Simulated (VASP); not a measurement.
# Zn: single point with PBE

Zn:

```
CELL_PARAMETERS angstrom
2.57590 0.00000 0.00000
-1.28795 2.23080 0.00000
0.00000 0.00000 3.03587
ATOMIC_POSITIONS crystal
Zn 0.00000 0.00000 0.00000
```

* Program: VASP 6.6.1
* Task: single point
* Functional: PBE
* Potentials or basis: VASP PAW PBE potentials, release 64 (Zn)
* Cutoff: 520 eV
* k mesh: 24 × 24 × 18
* Occupations: gaussian, width 0.1 eV
* Spin: no spin polarisation
* Dipole correction: no
* Further INCAR settings: ALGO = Fast; EDIFF = 1e-06; NBANDS = 12

```
Pressure               : -0.1 GPa
Band gap on the k mesh : zero (band 6 reaches 6.00 eV, above the bottom of band 7 at -1.44 eV)
```

Stress tensor (GPa, compression positive):
```
 0.02  0.00  0.00
 0.00  0.02  0.00
 0.00  0.00 -0.35
```

Levels at points of the mesh, in eV from the Fermi level:
```tsv
k point	band 4	band 5	band 6	band 7	band 8	band 9
(0.00, 0.00, 0.00)	-7.58	-6.98	-6.98	6.35	10.33	20.09
(0.50, 0.00, 0.00)	-7.11	-6.68	-1.97	-0.24	12.59	13.36
(0.00, 0.00, 0.50)	-7.06	-7.06	-5.19	-3.57	23.07	23.07
(0.50, 0.00, 0.50)	-6.90	-6.68	0.34	3.25	3.25	6.62
```

Wall time 63 s on 1 thread of Intel(R) Xeon(R) Platinum 8259CL CPU @ 2.50GHz (Skylake/Cascade Lake) (shared host), peak memory 0.22 GiB.
